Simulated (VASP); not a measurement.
# SnO (P4/nmm) in VASP: further runs

The runs below take SnO through single point, with revPBE, LDA.

Program: VASP 6.6.1. These are calculated values, not measurements. Logs are shortened: lines on timing, memory, paths and dates and some standing lists are left out, and cuts for length are marked.

## Step 1: The cell of the first run

The structure is tetragonal, space group P4/nmm (No. 129). The conventional cell has a = 3.839 Å, b = 3.839 Å, c = 4.919 Å, α = 90.00°, β = 90.00°, γ = 90.00°. Within 3.0 Å of Sn (site symmetry 4mm) lie 4 O at 2.24 Å. Within 3.0 Å of O (site symmetry -4m2) lie 4 Sn at 2.24 Å and 4 O at 2.71 Å.

## Step 2: Single point, revPBE

INCAR

```
PREC = Accurate
ENCUT = 520
EDIFF = 1E-7
ISMEAR = -1
SIGMA = 0.05
LREAL = F
LASPH = T
NELM = 60
ALGO = Normal
ISIF = 2
LWAVE = F
LCHARG = F
GGA = RE
NBANDS = 28
```

KPOINTS

```
Automatic mesh
0
Gamma
  7 7 6
```

POSCAR

```
SnO
1.0
    3.8389522158      0.0000000000      0.0000000000
    0.0000000000      3.8389522158      0.0000000000
    0.0000000000      0.0000000000      4.9192779074
Sn O
2 2
Direct
    0.5000000000      0.0000000000      0.7646261400
    0.0000000000      0.5000000000      0.2353738600
    0.0000000000      0.0000000000      0.0000000000
    0.5000000000      0.5000000000      0.0000000000
```

Potentials or basis: VASP PAW PBE potentials, release 64 (Sn_d, O).

Run with:

```
> cat potpaw_PBE.64/Sn_d/POTCAR potpaw_PBE.64/O/POTCAR > POTCAR
> mpirun -np 1 vasp_std > vasp.out
```

OUTCAR:

```text
PREC = Accurate
   ENCUT = 520
   EDIFF = 1E-7
   ISMEAR = -1
   LREAL = F
   LASPH = T
   NELM = 60
   ISIF = 2
   GGA = RE

 ion  position               nearest neighbor table
   1  0.500  0.000  0.765-   3 2.24   4 2.24   4 2.24   3 2.24   2 3.57   2 3.57   2 3.57   2 3.57

   2  0.000  0.500  0.235-   3 2.24   4 2.24   3 2.24   4 2.24   1 3.57   1 3.57   1 3.57   1 3.57

   3  0.000  0.000  0.000-   1 2.24   2 2.24   2 2.24   1 2.24
   4  0.500  0.500  0.000-   1 2.24   2 2.24   1 2.24   2 2.24

  LATTYP: Found a simple tetragonal cell.
 ALAT       =     3.8389522158
 C/A-ratio  =     1.2814116016

  Lattice vectors:

 A1 = (   3.8389522158,   0.0000000000,   0.0000000000)
 A2 = (   0.0000000000,   3.8389522158,   0.0000000000)
 A3 = (   0.0000000000,   0.0000000000,   4.9192779074)

Analysis of symmetry for initial positions (statically):
=====================================================================
 Subroutine PRICEL returns:
 Original cell was already a primitive cell.

 Routine SETGRP: Setting up the symmetry group for a
 simple tetragonal supercell.

 Subroutine GETGRP returns: Found 16 space group operations
 (whereof  8 operations were pure point group operations)
 out of a pool of 16 trial point group operations.

The static configuration has the point symmetry D_2d.
 The point group associated with its full space group is D_4h.

Analysis of symmetry for dynamics (positions and initial velocities):
=====================================================================
 Subroutine PRICEL returns:
 Original cell was already a primitive cell.

 Routine SETGRP: Setting up the symmetry group for a
 simple tetragonal supercell.

 Subroutine GETGRP returns: Found 16 space group operations
 (whereof  8 operations were pure point group operations)
 out of a pool of 16 trial point group operations.

The dynamic configuration has the point symmetry D_2d.
 The point group associated with its full space group is D_4h.

 Subroutine INISYM returns: Found 16 space group operations
 (whereof  8 operations are pure point group operations),
 and found     1 'primitive' translations

----------------------------------------------------------------------------------------

                                     Primitive cell

  volume of cell :      72.4981

  direct lattice vectors                    reciprocal lattice vectors
     3.838952216  0.000000000  0.000000000     0.260487743  0.000000000  0.000000000
     0.000000000  3.838952216  0.000000000     0.000000000  0.260487743  0.000000000
     0.000000000  0.000000000  4.919277907     0.000000000  0.000000000  0.203281868

  length of vectors
     3.838952216  3.838952216  4.919277907     0.260487743  0.260487743  0.203281868

  position of ions in fractional coordinates (direct lattice)
     0.500000000  0.000000000  0.764626140
     0.000000000  0.500000000  0.235373860
     0.000000000  0.000000000  0.000000000
     0.500000000  0.500000000  0.000000000

  ion indices of the primitive-cell ions
   primitive index   ion index
                 1           1
                 2           2
                 3           3
                 4           4

----------------------------------------------------------------------------------------

 KPOINTS: Automatic mesh

Automatic generation of k-mesh.
 Grid dimensions read from file:
 generate k-points for:    7    7    6

 Generating k-lattice:

  Cartesian coordinates                     Fractional coordinates (reciprocal lattice)
     0.037212535  0.000000000  0.000000000     0.142857143  0.000000000  0.000000000
     0.000000000  0.037212535  0.000000000     0.000000000  0.142857143  0.000000000
     0.000000000  0.000000000  0.033880311     0.000000000  0.000000000  0.166666667

  Length of vectors
     0.037212535  0.037212535  0.033880311

  Shift w.r.t. Gamma in fractional coordinates (k-lattice)
     0.000000000  0.000000000  0.000000000

 Subroutine IBZKPT returns following result:
 ===========================================

 Found     40 irreducible k-points:

 Following reciprocal coordinates:
            Coordinates               Weight
  0.000000  0.000000  0.000000      1.000000
  0.142857  0.000000  0.000000      4.000000
  0.285714  0.000000  0.000000      4.000000
  0.428571  0.000000  0.000000      4.000000
  0.142857  0.142857  0.000000      4.000000
  0.285714  0.142857  0.000000      8.000000
[... 16 lines left out ...]
  0.285714  0.000000  0.333333      8.000000
  0.428571  0.000000  0.333333      8.000000
 [... further k-points ...]
   k-points           NKPTS =     40   k-points in BZ     NKDIM =     40   number of bands    NBANDS=     28
   number of dos      NEDOS =    301   number of ions     NIONS =      4
   total plane-waves  NPLWV =  36000
   dimension x,y,z NGX =    30 NGY =   30 NGZ =   40
   dimension x,y,z NGXF=    60 NGYF=   60 NGZF=   80
   ions per type =               2   2
[... 59 lines left out ...]

 E-fermi :   7.0628     XC(G=0):  -9.9392

 val. band max:        6.8455504067   @ k =   0.0000   0.0000   0.0000
 cond. band min:       7.2930998798   @ k =   0.4286   0.4286   0.0000
 fundamental gap:      0.4475494730
 Fermi energy:         7.0628323408

 k-point     1 :       0.0000    0.0000    0.0000
  band No.  band energies     occupation
      1     -15.1290      2.00000
      2     -14.7330      2.00000
      3     -14.7306      2.00000
      4     -14.7306      2.00000
      5     -14.6992      2.00000
      6     -14.6842      2.00000
[... 20 lines left out ...]
     27      13.6512      0.00000
     28      14.1010      0.00000

 k-point     2 :       0.1429    0.0000    0.0000
  band No.  band energies     occupation
      1     -15.1181      2.00000
      2     -14.7358      2.00000
      3     -14.7272      2.00000
      4     -14.7267      2.00000
      5     -14.7008      2.00000
      6     -14.6905      2.00000
[... 20 lines left out ...]
     27      13.8900      0.00000
     28      15.5157      0.00000

 k-point     3 :       0.2857    0.0000    0.0000
  band No.  band energies     occupation
      1     -15.0877      2.00000
      2     -14.8392      2.00000
      3     -14.7174      2.00000
      4     -14.7169      2.00000
      5     -14.7041      2.00000
      6     -14.6983      2.00000
[... 20 lines left out ...]
     27      14.2526      0.00000
     28      17.6827      0.00000

 k-point     4 :       0.4286    0.0000    0.0000
  band No.  band energies     occupation
      1     -15.0365      2.00000
      2     -14.9548      2.00000
      3     -14.7096      2.00000
      4     -14.7067      2.00000
      5     -14.7036      2.00000
      6     -14.6949      2.00000
[... 20 lines left out ...]
     27      14.8919      0.00000
     28      16.0795      0.00000

 k-point     5 :       0.1429    0.1429    0.0000
  band No.  band energies     occupation
      1     -15.1092      2.00000
      2     -14.7580      2.00000
      3     -14.7335      2.00000
      4     -14.7226      2.00000
      5     -14.7131      2.00000
      6     -14.6979      2.00000
[... 20 lines left out ...]
     27      14.9093      0.00000
     28      16.0349      0.00000

 k-point     6 :       0.2857    0.1429    0.0000
  band No.  band energies     occupation
      1     -15.0847      2.00000
      2     -14.8688      2.00000
      3     -14.7278      2.00000
      4     -14.7096      2.00000
      5     -14.7018      2.00000
      6     -14.6996      2.00000
[... 463 lines left out ...]
      5     -14.6902      2.00000
      6     -14.6732      2.00000
[... 20 lines left out ...]
     27      14.3965      0.00000
     28      14.7722      0.00000

 k-point    22 :       0.1429    0.0000    0.3333
  band No.  band energies     occupation
      1     -15.1101      2.00000
      2     -14.7505      2.00000
      3     -14.7184      2.00000
      4     -14.7134      2.00000
      5     -14.6989      2.00000
      6     -14.6932      2.00000
[... 20 lines left out ...]
     27      14.6207      0.00000
     28      15.7121      0.00000

 k-point    23 :       0.2857    0.0000    0.3333
  band No.  band energies     occupation
      1     -15.0857      2.00000
      2     -14.8576      2.00000
      3     -14.7273      2.00000
      4     -14.7080      2.00000
      5     -14.7032      2.00000
      6     -14.7020      2.00000
[... 20 lines left out ...]
     27      15.1014      0.00000
     28      17.1881      0.00000

 k-point    24 :       0.4286    0.0000    0.3333
  band No.  band energies     occupation
      1     -15.0423      2.00000
      2     -14.9679      2.00000
      3     -14.7299      2.00000
      4     -14.7230      2.00000
      5     -14.6966      2.00000
      6     -14.6937      2.00000
[... 20 lines left out ...]
     27      15.6679      0.00000
     28      16.5230      0.00000

 [... further k-points ...]

------------------------ aborting loop because EDIFF is reached ----------------------------------------

  FORCE on cell =-STRESS in cart. coord.  units (eV):
  Direction    XX          YY          ZZ          XY          YZ          ZX
  --------------------------------------------------------------------------------------
  -------------------------------------------------------------------------------------
  Total        1.8180215      1.8180215      1.4733133      0.0000000      0.0000000      0.0000000
  in kB       40.1774926     40.1774926     32.5595894      0.0000000      0.0000000      0.0000000
  external PRESSURE =      37.6381916 kB  Pullay stress =       0.0000000 kB

 VOLUME and BASIS-vectors are now :
 -----------------------------------------------------------------------------
  energy-cutoff  :      520.00
  volume of cell :       72.50
      direct lattice vectors                 reciprocal lattice vectors
     3.838952216  0.000000000  0.000000000     0.260487743  0.000000000  0.000000000
     0.000000000  3.838952216  0.000000000     0.000000000  0.260487743  0.000000000
     0.000000000  0.000000000  4.919277907     0.000000000  0.000000000  0.203281868

 POSITION                                       TOTAL-FORCE (eV/Angst)
 -----------------------------------------------------------------------------------
      1.91948      0.00000      3.76141         0.000000     -0.000000     -0.314262
      0.00000      1.91948      1.15787         0.000000      0.000000      0.314262
      0.00000      0.00000      0.00000         0.000000     -0.000000      0.000000
      1.91948      1.91948      0.00000         0.000000     -0.000000      0.000000
 -----------------------------------------------------------------------------------
    total drift:                                0.000000      0.000000      0.000000

  FREE ENERGIE OF THE ION-ELECTRON SYSTEM (eV)
  ---------------------------------------------------
  free  energy   TOTEN  =       -21.3801227044 eV

  energy  without entropy=      -21.3799624452  energy(sigma->0) =      -21.38004257
```

Wall time 50 s (1 thread of AMD EPYC 9R45 (Zen 5), shared host); peak memory 0.19 GiB.

What came out:

```yaml
Free_energy: -21.3801 eV
Pressure: 3.8 GPa
Largest_force: 0.314 eV/Å
Band_gap_on_the_k_mesh: 0.45 eV (least direct gap 2.03 eV)
```

Forces on the atoms (eV/Å):
```
Sn   0.000  0.000 -0.314
Sn   0.000  0.000  0.314
O    0.000  0.000  0.000
O    0.000  0.000  0.000
```

Levels at points of the mesh, in eV from the valence-band top:
```tsv
k point	band 17	band 18	band 19	band 20	band 21	band 22	band 23	band 24
(0.00, 0.00, 0.00)	-3.35	-3.06	-3.06	0.00	2.03	4.34	4.73	4.73
(0.00, 0.00, 0.50)	-3.23	-3.08	-3.08	-2.13	1.77	3.08	3.08	3.71
```

Caveat: the cell stands under pressure; the PAW data sets were made with another functional, which shifts forces and pressure a little; spin-orbit coupling is left out, which moves the levels of the heavy elements; an odd mesh through Γ misses points on the zone boundary, where band edges can lie.

## Step 3: Single point, LDA

INCAR

```
PREC = Accurate
ENCUT = 520
EDIFF = 1E-6
ISMEAR = -1
SIGMA = 0.05
LREAL = F
LASPH = T
NELM = 60
ALGO = Normal
ISIF = 2
LWAVE = F
LCHARG = T
GGA = CA
LELF = T
LVHAR = T
NBANDS = 28
```

KPOINTS

```
regular mesh
0
Gamma
  7 7 6
```

POSCAR is that of step 2.

Potentials or basis: VASP PAW LDA potentials, release 64 (Sn_d, O).

Run with:

```
> cat potpaw_LDA.64/Sn_d/POTCAR potpaw_LDA.64/O/POTCAR > POTCAR
> mpirun -np 1 vasp_std > vasp.out
```

Wall time 42 s (1 thread of AMD EPYC 9R45 (Zen 5), shared host); peak memory 0.16 GiB.

Results (log left out):

| Item | Value |
| --- | --- |
| Free energy | -25.6626 eV |
| Pressure | -4.7 GPa |
| Largest force | 0.392 eV/Å |
| Band gap on the k mesh | 0.50 eV (least direct gap 1.97 eV) |

Forces in eV/Å, atoms in the order of the input:
```
Sn   0.000  0.000  0.392
Sn   0.000  0.000 -0.392
O    0.000  0.000  0.000
O    0.000  0.000  0.000
```

Stress tensor (GPa, compression positive):
```
-4.99  0.00  0.00
 0.00 -4.99  0.00
 0.00  0.00 -4.06
```

Levels at points of the mesh, in eV from the valence-band top:
```csv
k point,band 17,band 18,band 19,band 20,band 21,band 22,band 23,band 24
"(0.00, 0.00, 0.00)",-3.25,-2.96,-2.96,0.00,2.01,4.17,4.77,4.77
"(0.00, 0.00, 0.50)",-3.21,-2.98,-2.98,-2.00,1.57,3.06,3.06,3.70
```

Caveat: the cell stands under tension; spin-orbit coupling is left out, which moves the levels of the heavy elements; an odd mesh through Γ misses points on the zone boundary, where band edges can lie.

## Step 4: Single point, revPBE

This run uses another cell than the first one, of 18.48 Å³/atom.

INCAR: that of step 3 with these lines changed.

```diff
@@ -2,3 +2,3 @@
 ENCUT = 520
-EDIFF = 1E-6
+EDIFF = 1E-7
 ISMEAR = -1
@@ -12,3 +12,3 @@
 LCHARG = T
-GGA = CA
+GGA = RE
 LELF = T
```

KPOINTS

```
Automatic mesh
0
Gamma
  7 7 6
```

POSCAR

```
SnO
1.0
    3.8638811754      0.0000000000      0.0000000000
    0.0000000000      3.8638811754      0.0000000000
    0.0000000000      0.0000000000      4.9512221655
Sn O
2 2
Direct
    0.5000000000      0.0000000000      0.7646261400
    0.0000000000      0.5000000000      0.2353738600
    0.0000000000      0.0000000000      0.0000000000
    0.5000000000      0.5000000000      0.0000000000
```

Potentials or basis: VASP PAW PBE potentials, release 64 (Sn_d, O).

Run with:

```
> cat potpaw_PBE.64/Sn_d/POTCAR potpaw_PBE.64/O/POTCAR > POTCAR
> mpirun -np 1 vasp_std > vasp.out
```

Run time: 52 s. Hardware: 1 thread of AMD EPYC 9R45 (Zen 5), shared host; peak memory 0.19 GiB.

Results (log left out):

```
Free energy            : -21.4068 eV
Pressure               : 2.0 GPa
Largest force          : 0.055 eV/Å
Band gap on the k mesh : 0.52 eV (least direct gap 2.01 eV)
```

Forces on the atoms (eV/Å):
```
Sn   0.000  0.000 -0.055
Sn   0.000  0.000  0.055
O    0.000  0.000  0.000
O    0.000  0.000  0.000
```

Stress tensor (GPa, compression positive):
```
2.11 0.00 0.00
0.00 2.11 0.00
0.00 0.00 1.76
```

Levels at points of the mesh, in eV from the valence-band top:
```tsv
k point	band 16	band 17	band 18	band 19	band 20	band 21	band 22	band 23	band 24	band 25
(0.00, 0.00, 0.00)	-5.87	-3.21	-2.92	-2.92	0.00	2.01	4.37	4.72	4.72	5.66
(0.00, 0.00, 0.50)	-3.27	-3.27	-2.93	-2.93	-2.02	1.80	3.11	3.11	3.71	7.89
```

Caveat: the PAW data sets were made with another functional, which shifts forces and pressure a little; spin-orbit coupling is left out, which moves the levels of the heavy elements; an odd mesh through Γ misses points on the zone boundary, where band edges can lie.

## Step 5: Single point, LDA

This run uses another cell than the first one, of 18.48 Å³/atom.

INCAR

```
ALGO = Normal ; EDIFF = 1E-6
ENCUT = 520 ; GGA = CA
ISIF = 2 ; ISMEAR = -1
LASPH = T ; LCHARG = F
LREAL = F ; LWAVE = F
NBANDS = 28 ; NELM = 100
PREC = Accurate ; SIGMA = 0.05
```

KPOINTS

```
k-points
0
Gamma
  7 7 6
```

POSCAR is that of step 4.

Potentials or basis: VASP PAW LDA potentials, release 64 (Sn_d, O).

Run with:

```
> cat potpaw_LDA.64/Sn_d/POTCAR potpaw_LDA.64/O/POTCAR > POTCAR
> mpirun -np 1 vasp_std > vasp.out
```

Wall time 42 s (1 thread of AMD EPYC 9R45 (Zen 5), shared host); peak memory 0.17 GiB.

Results (log left out):

- Free energy: -25.6155 eV
- Pressure: -6.2 GPa
- Largest force: 0.635 eV/Å
- Band gap on the k mesh: 0.56 eV (least direct gap 1.97 eV)

Forces on the atoms (eV/Å):
```
Sn   0.000  0.000  0.635
Sn   0.000  0.000 -0.635
O    0.000  0.000  0.000
O    0.000  0.000  0.000
```

Stress tensor (GPa, compression positive):
```
-6.63  0.00  0.00
 0.00 -6.63  0.00
 0.00  0.00 -5.32
```

Levels at points of the mesh, in eV from the valence-band top:
```csv
k point,band 16,band 17,band 18,band 19,band 20,band 21,band 22,band 23,band 24,band 25
"(0.00, 0.00, 0.00)",-5.82,-3.11,-2.83,-2.83,0.00,1.98,4.19,4.76,4.76,5.54
"(0.00, 0.00, 0.50)",-3.25,-3.17,-2.84,-2.84,-1.90,1.60,3.09,3.09,3.69,7.81
```

Caveat: the cell stands under tension; spin-orbit coupling is left out, which moves the levels of the heavy elements; an odd mesh through Γ misses points on the zone boundary, where band edges can lie.

## Step 6: Overview

```tsv
level	potentials or basis	cell	gap on the mesh (eV)	pressure (GPa)	largest force (eV/Å)
revPBE	VASP PAW PBE potentials, release 64 (Sn_d, O)	a = 3.839, b = 3.839, c = 4.919 Å, 4 atoms	0.45	3.8	0.31
LDA	VASP PAW LDA potentials, release 64 (Sn_d, O)	a = 3.839, b = 3.839, c = 4.919 Å, 4 atoms	0.50	-4.7	0.39
revPBE	VASP PAW PBE potentials, release 64 (Sn_d, O)	a = 3.864, b = 3.864, c = 4.951 Å, 4 atoms	0.52	2.0	0.06
LDA	VASP PAW LDA potentials, release 64 (Sn_d, O)	a = 3.864, b = 3.864, c = 4.951 Å, 4 atoms	0.56	-6.2	0.64
```

Alike in all rows: task single point; no spin polarisation; k mesh 7 × 7 × 6; cutoff (eV) 520; smearing fermi-dirac 0.05 eV.

Caveats: spin-orbit coupling is left out, which moves the levels of the heavy elements; an odd mesh through Γ misses points on the zone boundary, where band edges can lie; the PAW data sets were made with another functional, which shifts forces and pressure a little (at least some runs); the cell stands under tension (at least some runs); the cell stands under pressure (at least some runs).

Total energies depend on the potentials used, so only differences within one code and one set of settings carry meaning.
